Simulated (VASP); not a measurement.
# HC12 in VASP: further runs

Runs on HC12. Level: PBE+D3(BJ). Tasks: single point.

Everything below comes from runs of VASP 6.6.1. Logs are shortened: lines on timing, memory, paths and dates and some standing lists are left out, and cuts for length are marked.

### 1 The cell of the first run

The cell holds a slab with vacuum, 13 atoms: a = 4.931 Å, b = 4.010 Å, c = 21.601 Å, α = 90.00°, β = 90.00°, γ = 90.00°.

### 2 Single point, PBE+D3(BJ), collinear spin

File INCAR:

```
SYSTEM = HC12
PREC     = Accurate       ! precision mode
ENCUT    = 520            ! plane-wave cutoff, eV
EDIFF    = 1E-6           ! SCF threshold, eV
ISMEAR   = 0              ! smearing method
SIGMA    = 0.05           ! smearing width, eV
LREAL    = .False.        ! projectors in reciprocal space
LASPH    = .True.         ! aspherical terms in the spheres
NELM     = 150            ! most SCF steps
ALGO     = Normal         ! electronic algorithm
ISIF     = 2              ! what is computed and relaxed
LWAVE    = .False.        ! write WAVECAR
LCHARG   = .False.        ! write CHGCAR
ISPIN    = 2              ! spin polarisation
MAGMOM   = 0 0 0 0 0 0 0 0 0 0 0 0 1 ! initial moments
LORBIT   = 11             ! projections on sites
LDIPOL   = .True.       
IDIPOL   = 3            
DIPOL    = 0.5 0.5 0.300
GGA      = PE             ! functional
IVDW     = 12             ! dispersion correction
NBANDS   = 40             ! bands
```

File KPOINTS:

```
regular mesh
0
Gamma
  6 7 1
  0 0 0
```

File POSCAR:

```
HC12
1.0
    4.9311586502      0.0000000000      0.0000000000
    0.0000000000      4.0098697767      0.0000000000
    0.0000000000      0.0000000000     21.6014232414
C H
12 1
Direct
    0.2500000000      0.3776970832      0.1851729840
    0.7500000000      0.3776970832      0.1851729840
    0.0000000000      0.4720802753      0.2130426460
    0.5000000000      0.4720802753      0.2130426460
    0.0000000000      0.6609562027      0.2688143161
    0.5000000000      0.6609562027      0.2688143161
    0.2500000000      0.7503681903      0.2962457608
    0.7500000000      0.7503681903      0.2962457608
    0.2500000000      0.9412921293      0.3552728042
    0.7500000000      0.9412921293      0.3552728042
    0.0000000000      0.0234303656      0.3796705036
    0.5000000000      0.0234303656      0.3796705036
    0.2500000000      0.6900970322      0.5092915924
```

Potentials or basis: VASP PAW PBE potentials, release 64 (C, H).

Started as:

```bash
$ cat potpaw_PBE.64/C/POTCAR potpaw_PBE.64/H/POTCAR > POTCAR
$ mpirun -np 1 vasp_std > vasp.out
```

OUTCAR:

```text
SYSTEM = HC12
   PREC = Accurate
   ENCUT = 520
   EDIFF = 1E-6
   ISMEAR = 0
   LREAL = .False.
   LASPH = .True.
   NELM = 150
   ISIF = 2
   ISPIN = 2
   LORBIT = 11
   GGA = PE
   IVDW = 12
 IVDW          = 12

 ion  position               nearest neighbor table
   1  0.250  0.378  0.185-   3 1.42   4 1.42
   2  0.750  0.378  0.185-   3 1.42   4 1.42
   3  0.000  0.472  0.213-   5 1.42   2 1.42   1 1.42
   4  0.500  0.472  0.213-   6 1.42   2 1.42   1 1.42
   5  0.000  0.661  0.269-   7 1.41   8 1.41   3 1.42
   6  0.500  0.661  0.269-   7 1.41   8 1.41   4 1.42
   7  0.250  0.750  0.296-   5 1.41   6 1.41   9 1.49
   8  0.750  0.750  0.296-   5 1.41   6 1.41  10 1.49
   9  0.250  0.941  0.355-  11 1.38  12 1.38   7 1.49
  10  0.750  0.941  0.355-  11 1.38  12 1.38   8 1.49
  11  0.000  0.023  0.380-   9 1.38  10 1.38
  12  0.500  0.023  0.380-   9 1.38  10 1.38
  13  0.250  0.690  0.509-

  LATTYP: Found a simple orthorhombic cell.
 ALAT       =     4.0098697767
 B/A-ratio  =     1.2297553100
 C/A-ratio  =     5.3870635318

  Lattice vectors:

 A1 = (   0.0000000000,  -4.0098697767,   0.0000000000)
 A2 = (   4.9311586502,   0.0000000000,   0.0000000000)
 A3 = (   0.0000000000,   0.0000000000,  21.6014232414)

Analysis of symmetry for initial positions (statically):
=====================================================================
 Subroutine PRICEL returns:
 Original cell was already a primitive cell.

 Routine SETGRP: Setting up the symmetry group for a
 simple orthorhombic supercell.

 Subroutine GETGRP returns: Found  2 space group operations
 (whereof  1 operations were pure point group operations)
 out of a pool of  8 trial point group operations.

The static configuration has the point symmetry C_1 .
 The point group associated with its full space group is C_1h.

Analysis of symmetry for dynamics (positions and initial velocities):
=====================================================================
 Subroutine PRICEL returns:
 Original cell was already a primitive cell.

 Routine SETGRP: Setting up the symmetry group for a
 simple orthorhombic supercell.

 Subroutine GETGRP returns: Found  2 space group operations
 (whereof  1 operations were pure point group operations)
 out of a pool of  8 trial point group operations.

The dynamic configuration has the point symmetry C_1 .
 The point group associated with its full space group is C_1h.

Analysis of structural, dynamic, and magnetic symmetry:
=====================================================================
 Subroutine PRICEL returns:
 Original cell was already a primitive cell.

 Routine SETGRP: Setting up the symmetry group for a
 simple orthorhombic supercell.

 Subroutine GETGRP returns: Found  2 space group operations
 (whereof  1 operations were pure point group operations)
 out of a pool of  8 trial point group operations.

The overall configuration has the point symmetry C_1 .
 The point group associated with its full space group is C_1h.

 Subroutine INISYM returns: Found  2 space group operations
 (whereof  1 operations are pure point group operations),
 and found     1 'primitive' translations

----------------------------------------------------------------------------------------

                                     Primitive cell

  volume of cell :     427.1315

  direct lattice vectors                    reciprocal lattice vectors
     4.931158650  0.000000000  0.000000000     0.202792096  0.000000000  0.000000000
     0.000000000  4.009869777  0.000000000     0.000000000  0.249384657  0.000000000
     0.000000000  0.000000000 21.601423241     0.000000000  0.000000000  0.046293246

  length of vectors
     4.931158650  4.009869777 21.601423241     0.202792096  0.249384657  0.046293246

  position of ions in fractional coordinates (direct lattice)
     0.250000000  0.377697083  0.185172984
     0.750000000  0.377697083  0.185172984
     0.000000000  0.472080275  0.213042646
     0.500000000  0.472080275  0.213042646
     0.000000000  0.660956203  0.268814316
     0.500000000  0.660956203  0.268814316
     0.250000000  0.750368190  0.296245761
     0.750000000  0.750368190  0.296245761
     0.250000000  0.941292129  0.355272804
     0.750000000  0.941292129  0.355272804
     0.000000000  0.023430366  0.379670504
     0.500000000  0.023430366  0.379670504
[... 69 lines left out ...]
   NGXF,Y,Z  is equivalent  to a cutoff of  26.97, 24.88, 24.94 a.u.
 SYSTEM =  HC12
   PREC   = accura    normal or accurate (medium, high low for compatibility)
   ISTART =      0    job   : 0-new  1-cont  2-samecut
   ICHARG =      2    charge: 1-file 2-atom 10-const
   ISPIN  =      2    spin polarized calculation?
   LNONCOLLINEAR =      F non collinear calculations
   LSORBIT =      F    spin-orbit coupling
   LASPH  =      T    aspherical Exc in radial PAW
   ENCUT  =  520.0 eV  38.22 Ry    6.18 a.u.   9.17  7.46 40.16*2*pi/ulx,y,z
   NELM   =    150;   NELMIN=  2; NELMDL= -5     # of ELM steps
   EDIFF  = 0.1E-05   stopping-criterion for ELM
   LREAL  =      F    real-space projection
   EDIFFG = 0.1E-04   stopping-criterion for IOM
   NSW    =      0    number of steps for IOM
   IBRION =     -1    ionic relax: 0-MD 1-quasi-New 2-CG
   NFREE  =      0    steps in history (QN), initial steepest desc. (CG)
   ISIF   =      2    stress and relaxation
   ISYM   =      2    0-nonsym 1-usesym 2-fastsym
   POTIM  = 0.5000    time-step for ionic-motion
   TEBEG  =    0.0;   TEEND  =   0.0 temperature during run
   PSTRESS=    0.0 pullay stress
   NELECT =      49.0000    total number of electrons
   NUPDOWN=      -1.0000    fix difference up-down
   EMIN   =  10.00;   EMAX   =-10.00  energy-range for DOS
   EFERMI =   0.00;   METHOD = LEGACY
   ISMEAR =     0;   SIGMA  =   0.05  broadening in eV -4-tet -1-fermi 0-gaus
   EFERMI_NEDOS =   21; number of points for ismear=-14 and -15
   IALGO  =     38    algorithm
   IMIX   =      4    mixing-type and parameters
     AMIX     =   0.40;   BMIX     =  1.00
     AMIX_MAG =   1.60;   BMIX_MAG =  1.00
  volume/ion in A,a.u.               =      32.86       221.73
  Fermi-wavevector in a.u.,A,eV,Ry     =   0.795462  1.503206  8.609228  0.632760
  Thomas-Fermi vector in A             =   1.901795
   LORBIT       =     11    0 simple, 1 ext, 2 COOP (PROOUT), +10 PAW based schemes
   GGA     = PE    functional components
   LHFCALC =     F    Hartree Fock is set to
   AEXX    =    0.0000 exact exchange contribution
   IVDW    =    12    specifies the selected vdW correction
   LEPSILON=     F    determine dielectric tensor
   LRPA    =     F    only Hartree local field effects (RPA)
 spin polarized calculation
 Gauss-broadening in eV      SIGMA  =   0.05
  energy-cutoff  :      520.00
  volume of cell :      427.13
 maximum number of plane-waves:     11558
 NGX is ok and might be reduce to    40
   NGX = 19   NGY = 15   NGZ = 81

 dipolmoment           0.000000      0.000000      0.133338 electrons x Angstroem

 number of electron      49.0000007 magnetization       1.0253664

 dipolmoment           0.000000      0.000000     -0.069235 electrons x Angstroem

 Free energy of the ion-electron system (eV)
  ---------------------------------------------------
  ext. energy  EPLUGINS =         0.00000000
  ---------------------------------------------------
  free energy    TOTEN  =       -98.89571959 eV

  energy without entropy =      -98.88226514  energy(sigma->0) =      -98.88899236

 E-fermi :  -3.6679     XC(G=0):  -3.5366

 val. band max:       -3.6880957091   @ k =   0.5000   0.4286   0.0000
 cond. band min:      -3.6596966330   @ k =   0.5000   0.0000   0.0000
 fundamental gap:      0.0283990762
 Fermi energy:        -3.6678760798

 spin component 1

 k-point     1 :       0.0000    0.0000    0.0000
  band No.  band energies     occupation
      1     -22.3541      1.00000
      2     -20.5909      1.00000
      3     -18.1759      1.00000
      4     -18.1618      1.00000
      5     -18.1150      1.00000
      6     -16.4518      1.00000
[... 613 lines left out ...]
     35       4.2348      0.00000
     36       4.9882      0.00000
 Fermi energy:        -3.6678760798

 spin component 2

 k-point     1 :       0.0000    0.0000    0.0000
  band No.  band energies     occupation
      1     -22.3510      1.00000
      2     -20.5854      1.00000
      3     -18.1720      1.00000
      4     -18.1596      1.00000
      5     -18.1114      1.00000
      6     -16.4421      1.00000
[... 613 lines left out ...]
     35       5.0477      0.00000
     36       5.1828      0.00000
 [bands above 36 left out]

------------------------ aborting loop because EDIFF is reached ----------------------------------------

 vacuum level on the upper side and lower side of the slab       (xc-potential included)        -0.308         0.312

 Edisp (eV)   -1.32072

 E8    (eV) :    -0.3912

  FORCE on cell =-STRESS in cart. coord.  units (eV):
  Direction    XX          YY          ZZ          XY          YZ          ZX
  --------------------------------------------------------------------------------------
  -------------------------------------------------------------------------------------
  Total      -0.48295     0.31032     1.46130     0.00000     0.89680     0.00000
  in kB      -1.81156     1.16403     5.48135     0.00000     3.36391     0.00000
  external pressure =        1.61 kB  Pullay stress =        0.00 kB

 VOLUME and BASIS-vectors are now :
 -----------------------------------------------------------------------------
  energy-cutoff  :      520.00
  volume of cell :      427.13
      direct lattice vectors                 reciprocal lattice vectors
     4.931158650  0.000000000  0.000000000     0.202792096  0.000000000  0.000000000
     0.000000000  4.009869777  0.000000000     0.000000000  0.249384657  0.000000000
     0.000000000  0.000000000 21.601423241     0.000000000  0.000000000  0.046293246

 POSITION                                       TOTAL-FORCE (eV/Angst)
 -----------------------------------------------------------------------------------
      1.23279      1.51452      4.00000         0.000000      0.857755      1.478832
      3.69837      1.51452      4.00000         0.000000      0.859316      1.474707
      0.00000      1.89298      4.60202        -0.006873     -1.615957     -2.842203
      2.46558      1.89298      4.60202         0.006873     -1.615957     -2.842203
      0.00000      2.65035      5.80677        -0.014405      0.724172      1.323390
      2.46558      2.65035      5.80677         0.014405      0.724172      1.323390
      1.23279      3.00888      6.39933         0.000000      0.036424      0.021051
      3.69837      3.00888      6.39933         0.000000      0.009682      0.002729
      1.23279      3.77446      7.67440         0.000000      0.026074      0.017957
      3.69837      3.77446      7.67440         0.000000     -0.036114     -0.061609
      0.00000      0.09395      8.20142        -0.036462      0.009312      0.077695
      2.46558      0.09395      8.20142         0.036462      0.009312      0.077695
      1.23279      2.76720     11.00142         0.000000      0.011809     -0.051431
 -----------------------------------------------------------------------------------
    total drift:                                0.000000     -0.000061     -0.000310

  FREE ENERGIE OF THE ION-ELECTRON SYSTEM (eV)
  ---------------------------------------------------
  free  energy   TOTEN  =      -100.2164412237 eV

  energy  without entropy=     -100.2029867685  energy(sigma->0) =     -100.20971400

 vacuum level on the upper side and lower side of the slab         2.337         2.970

 total charge

# of ion       s       p       d       tot
------------------------------------------
    1        0.911   1.522   0.000   2.432
    2        0.910   1.522   0.000   2.433
    3        0.869   1.763   0.000   2.632
    4        0.869   1.763   0.000   2.632
    5        0.876   1.775   0.000   2.651
    6        0.876   1.775   0.000   2.651
    7        0.872   1.733   0.000   2.605
    8        0.872   1.734   0.000   2.606
    9        0.871   1.780   0.000   2.651
   10        0.871   1.780   0.000   2.651
   11        0.918   1.591   0.000   2.509
   12        0.918   1.591   0.000   2.509
   13        0.376   0.000   0.000   0.376
--------------------------------------------------
tot         11.009  20.330   0.000  31.338

 magnetization (x)

# of ion       s       p       d       tot
------------------------------------------
    1       -0.000   0.001   0.000   0.001
    2       -0.001  -0.001   0.000  -0.003
    3       -0.000   0.000   0.000   0.000
    4       -0.000   0.000   0.000   0.000
    5       -0.000   0.001   0.000   0.001
    6       -0.000   0.001   0.000   0.001
    7       -0.001  -0.004   0.000  -0.005
    8        0.001   0.006   0.000   0.007
    9       -0.001   0.001   0.000  -0.000
   10        0.001   0.002   0.000   0.003
   11        0.002   0.009   0.000   0.011
   12        0.002   0.009   0.000   0.011
   13        0.375   0.000   0.000   0.375
--------------------------------------------------
tot          0.379   0.024   0.000   0.403
```

Run time: 33 min. Hardware: 1 thread of Oxide Virtual Turin-like, shared host; peak memory 0.81 GiB.

What came out:

- Free energy: -100.2164 eV
- Largest force: 3.269 eV/Å
- Band gap on the k mesh: 0.03 eV (least direct gap 0.06 eV)
- Net moment: 1.03 μB per cell
- Site moments: C +0.00, -0.00, -0.01, +0.01 (each value once); H +0.38 μB
- Valence electrons inside the program's atomic spheres: C 2.43, 2.63, 2.65, 2.60, 2.61, 2.51 (each value once); H 0.38
- Dispersion energy per atom: -0.102 eV

Forces in eV/Å, atoms in the order of the input:
```
C    0.000  0.858  1.479
C    0.000  0.859  1.475
C   -0.007 -1.616 -2.842
C    0.007 -1.616 -2.842
C   -0.014  0.724  1.323
C    0.014  0.724  1.323
C    0.000  0.036  0.021
C    0.000  0.010  0.003
C    0.000  0.026  0.018
C    0.000 -0.036 -0.062
C   -0.036  0.009  0.078
C    0.036  0.009  0.078
H    0.000  0.012 -0.051
```

Caveat: a moment this small can come from the mesh or the smearing.

[end of part 1 of 2]
